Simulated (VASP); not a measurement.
Crystal: KBr.

```
Br K
1.0
     0.00000    3.36472    3.36472
     3.36472    0.00000    3.36472
     3.36472    3.36472    0.00000
Br K
1 1
Direct
  0.50000 0.50000 0.50000
  0.00000 0.00000 0.00000
```

This cell differs from its parent crystal: volume scaled by 1.06.

Base run:

* Program: VASP 6.6.1
* Functional: PBEsol
* Potentials or basis: VASP PAW PBE potentials, release 64 (Br, K_sv)
* Cutoff: 520 eV
* k mesh: 7 × 7 × 7
* Occupations: fermi-dirac, width 0.05 eV
* Spin: no spin polarisation

Its results: band gap on the k mesh 4.14 eV, direct; pressure -1.0 GPa.

Problem. The run is repeated on the same cell with these changes: functional from PBEsol to r2SCAN. What comes out?

Solution. Band gap on the k mesh 4.92 eV, direct; pressure -0.8 GPa.

r2SCAN gives the wider gap, since meta-GGAs in the generalised Kohn-Sham scheme recover part of the derivative discontinuity.

Caveats: the PAW data sets were made with another functional, which shifts forces and pressure a little.

A k mesh can miss the band edges.
